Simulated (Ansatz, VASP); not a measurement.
# One calculation of SrVO3, two programs

```
CELL_PARAMETERS angstrom
3.84090 0.00000 0.00000
0.00000 3.84090 0.00000
0.00000 0.00000 3.84090
ATOMIC_POSITIONS crystal
Sr 0.50000 0.50000 0.50000
V 0.00000 0.00000 0.00000
O 0.50000 0.00000 0.00000
O 0.00000 0.50000 0.00000
O 0.00000 0.00000 0.50000
```

Alike in both runs: task electric field gradients; functional PBE; k mesh 9 × 9 × 9; occupations fermi-dirac, width 0.05 eV; collinear spin; Hubbard terms V d U = 2.1 eV.

|  | VASP | Ansatz |
| --- | --- | --- |
| version | VASP 6.6.1 | Ansatz 0.2.0 |
| potentials or method | VASP PAW PBE potentials, release 64 (Sr_sv, V_sv, O) | plane-wave PAW, scalar-relativistic |
| plane-wave cutoff (eV) | 520 | 420 |
| valence electrons in the cell | 41 | 41 |

Ansatz gave:

| Item | Value |
| --- | --- |
| pressure (GPa) | 5.2 |
| net moment per atom (μB) | 0.20 |
| size of the moment on the site where the two differ most (μB) | 0.87 |
| size of Vzz on the site where it differs most (V/Å²) | 34.1 |

**Question.** What did VASP give for the same quantities?

**Answer.** Pressure (GPa): 7.1; net moment per atom (μB): 0.20; size of the moment on the site where the two differ most (μB): 1.05; size of Vzz on the site where it differs most (V/Å²): 33.4.

Site moments also hang on the region over which each program counts them. The programs project onto different local orbitals, so the same U acts differently, and such runs can settle in different states. Ansatz's warnings: filled band counts differ across k points.
